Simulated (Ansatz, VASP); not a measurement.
# CdS: VASP beside Ansatz

File INCAR:

```
SYSTEM = CdS
  PREC = Accurate
  ENCUT = 520
  EDIFF = 1E-6
  ISMEAR = 0
  SIGMA = 0.05
  LREAL = .FALSE.
  LASPH = .TRUE.
  NELM = 60
  ALGO = Normal
  ISIF = 2
  LWAVE = .FALSE.
  LCHARG = .TRUE.
  GGA = PE
  LELF = .TRUE.
  LVHAR = .TRUE.
  NBANDS = 46
```

Contents of KPOINTS:

```
Automatic mesh
0
G
  7 7 2
  0 0 0
```

The input POSCAR:

```
CdS
1.0
   -2.0985806452     -3.6348483013      0.0000000000
    2.0985806452     -3.6348483013      0.0000000000
    0.6995268817     -4.2406563515     13.6554617430
Cd S
4 4
Direct
    0.2892382275     -0.0127045239      0.9058282541
    0.4975715608      0.3622954761      0.4058282541
    0.2684048941      0.2164621428      0.1558282541
    0.0600715608     -0.1585378572      0.6558282541
    0.6274284392      0.5960378572      0.0941717459
    0.4190951059      0.2210378572      0.5941717459
    0.1899284392      0.0752045239      0.3441717459
   -0.0184048941     -0.2997954761      0.8441717459
```

Input for Ansatz:

```yaml
crystal:
  lattice:
    - [-2.0985806452, -3.6348483013, 0.0]
    - [2.0985806452, -3.6348483013, 0.0]
    - [0.6995268817, -4.2406563515, 13.655461743]
  atoms:
    - { symbol: Cd, position: [0.2892382275, -0.0127045239, 0.9058282541] }
    - { symbol: Cd, position: [0.4975715608, 0.3622954761, 0.4058282541] }
    - { symbol: Cd, position: [0.2684048941, 0.2164621428, 0.1558282541] }
    - { symbol: Cd, position: [0.0600715608, -0.1585378572, 0.6558282541] }
    - { symbol: S, position: [0.6274284392, 0.5960378572, 0.0941717459] }
    - { symbol: S, position: [0.4190951059, 0.2210378572, 0.5941717459] }
    - { symbol: S, position: [0.1899284392, 0.0752045239, 0.3441717459] }
    - { symbol: S, position: [-0.0184048941, -0.2997954761, 0.8441717459] }
basis:
  ecutwfc: 420
kpoints:
  mp_grid: { grid: [7, 7, 2] }
hamiltonian:
  xc: pbe
scf:
  occupations: { method: gaussian, width: 0.05 }
output:
  forces: true
  stress: true
  eigenvalues: true
```

Alike in both runs: task single point; functional PBE; k mesh 7 × 7 × 2; occupations gaussian, width 0.05 eV; no spin polarisation.

|  | VASP | Ansatz |
| --- | --- | --- |
| version | VASP 6.6.1 | Ansatz 0.2.0 |
| potentials or method | VASP PAW PBE potentials, release 64 (Cd, S), cutoff 520 eV | scalar-relativistic, plane waves, PAW |
| valence electrons in the cell | 72 | 104 |

Ansatz gave:

| Quantity | Value |
| --- | --- |
| gap on the k mesh at the Fermi level (eV) | 0.71 |
| least direct gap on the mesh (eV) | 0.71 |
| pressure (GPa) | -0.5 |
| traceless stress, the component that is largest in VASP (GPa) | 1.16 |
| rms of the force components (eV/Å) | 0.187 |

Task: What did VASP give for the same quantities?

Result: gap on the k mesh at the Fermi level (eV): 0.71; least direct gap on the mesh (eV): 0.71; pressure (GPa): -0.2; traceless stress, the component that is largest in VASP (GPa): 1.16; rms of the force components (eV/Å): 0.190.

Atom by atom the forces differ by 0.006 eV/Å (rms over components). VASP's potentials hold 72 valence electrons a cell and Ansatz's 104, so a difference there can come from the potentials and not from the codes.
